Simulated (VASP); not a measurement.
Here is a VASP 6.6.1 calculation.

File INCAR:

```
PREC = Accurate
ENCUT = 520
EDIFF = 1E-6
ISMEAR = -1
SIGMA = 0.05
LREAL = F
LASPH = T
NELM = 80
ALGO = Normal
ISIF = 2
LWAVE = F
LCHARG = T
GGA = PS
LELF = T
LVHAR = T
NBANDS = 28
```

The input KPOINTS:

```
Automatic mesh
0
Gamma
  8 8 8
```

POSCAR

```
BaTiO3
1.0
    3.9573602681      0.0000000000      0.0000000000
    0.0000000000      2.8180088222      2.8267000956
    0.0000000000     -2.8180088222      2.8267000956
Ba Ti O
1 1 3
Direct
    0.0000000000      0.0000000000      0.0000000000
    0.5000000000      0.5079000000      0.5079000000
    0.0000000000      0.4921000000      0.4921000000
    0.5000000000      0.5025100000      0.9937100000
    0.5000000000      0.9937100000      0.5025100000
```

Potentials or basis: VASP PAW PBE potentials, release 64 (Ba_sv, Ti_sv, O).

The run is started by

```bash
$ cat potpaw_PBE.64/Ba_sv/POTCAR potpaw_PBE.64/Ti_sv/POTCAR potpaw_PBE.64/O/POTCAR > POTCAR
$ mpirun -np 1 vasp_std > vasp.out
```

Predict the band gap on the k mesh.

1.78 eV (least direct gap 1.94 eV).

What does it give for the largest force?

0.159 eV/Å.

What does it give for the pressure?

1.0 GPa.

Stress tensor (GPa, compression positive):
```
1.73 0.00 0.00
0.00 0.99 0.00
0.00 0.00 0.25
```

Caveat: the PAW data sets were made with another functional, which shifts forces and pressure a little; spin-orbit coupling is left out, which moves the levels of the heavy elements. A k mesh can miss the band edges.
